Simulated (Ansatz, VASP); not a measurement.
**One calculation of B, two programs**

INCAR

```
ALGO = Normal ; EDIFF = 1E-6
ENCUT = 520 ; GGA = CA
ISIF = 2 ; ISMEAR = -1
LASPH = T ; LCHARG = T
LELF = T ; LREAL = F
LVHAR = T ; LWAVE = F
NBANDS = 10 ; NELM = 60
PREC = Accurate ; SIGMA = 0.05
```

KPOINTS

```
k-points
0
Gamma
  16 16 9
```

Contents of POSCAR:

```
B
1.0
    2.1003865828      0.0000000000      0.0000000000
   -1.0501932914      1.8189881384      0.0000000000
    0.0000000000      0.0000000000      3.4026262641
B
2
Direct
    0.2133333333      0.6066666667      0.1600000000
    0.7866666667      0.3933333333      0.8400000000
```

Input for Ansatz:

```yaml
crystal:
  lattice:
    - [2.1003865828, 0.0, 0.0]
    - [-1.0501932914, 1.8189881384, 0.0]
    - [0.0, 0.0, 3.4026262641]
  atoms:
    - { symbol: B, position: [0.2133333333, 0.6066666667, 0.16] }
    - { symbol: B, position: [0.7866666667, 0.3933333333, 0.84] }
kpoints:
  mp_grid: { grid: [16, 16, 9] }
scf:
  occupations: { method: fermi_dirac, width: 0.05 }
hamiltonian:
  xc: lda
  pseudopotentials: { kind: paw }
output:
  forces: true
  stress: true
  eigenvalues: true
  populations: true
```

Change from the starting cell: shortest bond scaled by 0.64, PAW files.

Alike in both runs: task single point; functional LDA; k mesh 16 × 16 × 9; occupations fermi-dirac, width 0.05 eV; no spin polarisation.

|  | VASP | Ansatz |
| --- | --- | --- |
| version | VASP 6.6.1 | Ansatz 0.2.0 |
| potentials or method | VASP PAW LDA potentials, release 64 (B) | PAW with Ansatz's default frozen-core files, scalar-relativistic |
| plane-wave cutoff (eV) | 520 | 420 |
| valence electrons in the cell | 6 | 6 |

Ansatz gave:

- pressure (GPa): 60.3
- traceless stress, the component that is largest in VASP (GPa): 87.83
- rms of the force components (eV/Å): 6.897

Q: Estimate VASP's values.

A: Pressure (GPa): 61.0; traceless stress, the component that is largest in VASP (GPa): 87.96; rms of the force components (eV/Å): 6.929.

LDA's correlation is that of Perdew and Zunger in VASP and of Perdew and Wang (1992) in Ansatz. Atom by atom the forces differ by 0.033 eV/Å (rms over components). Both programs put the cell under a high pressure, so it lies far from rest at this level.

Noted on VASP's run: the cell as given lies far from equilibrium.
